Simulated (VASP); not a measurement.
A run of VASP 6.6.1 is set up as follows.

Contents of INCAR:

```
PREC = Accurate
ENCUT = 520
EDIFF = 1E-7
ISMEAR = 0
SIGMA = 0.05
LREAL = False
LASPH = True
NELM = 100
ALGO = Normal
ISIF = 2
LWAVE = False
LCHARG = True
GGA = PE
LELF = True
LVHAR = True
NBANDS = 35
```

The input KPOINTS:

```
Automatic mesh
0
Gamma
  9 9 2
```

Contents of POSCAR:

```
Te2Mo
1.0
   -1.7785332447     -3.0805099428      0.0000000000
    1.7785332447     -3.0805099428      0.0000000000
    0.0000000000     -2.0534679279     15.2047171722
Te Mo
4 2
Direct
    0.6229729222      0.6229729222      0.1310943429
    0.1229895888      0.1229895888      0.6310943429
    0.5437104112      0.5437104112      0.3689056571
    0.0437270778      0.0437270778      0.8689056571
    0.4166916667      0.4166916667      0.7500000000
    0.2500083333      0.2500083333      0.2500000000
```

Potentials or basis: VASP PAW PBE potentials, release 64 (Te, Mo_sv).

The run is started by

```console
$ cat potpaw_PBE.64/Te/POTCAR potpaw_PBE.64/Mo_sv/POTCAR > POTCAR
$ mpirun -np 1 vasp_std > vasp.out
```

Estimate the largest force.

0.023 eV/Å.

Predict the pressure.

0.1 GPa.

Predict the band gap on the k mesh.

1.04 eV.

Forces on the atoms (eV/Å):
```
Te   0.000  0.000  0.023
Te   0.000  0.000 -0.016
Te   0.000  0.000  0.016
Te   0.000  0.000 -0.023
Mo   0.000  0.000  0.006
Mo   0.000  0.000 -0.006
```

Caveat: spin-orbit coupling is left out, which moves the levels of the heavy elements; an odd mesh through Γ misses points on the zone boundary, where band edges can lie.
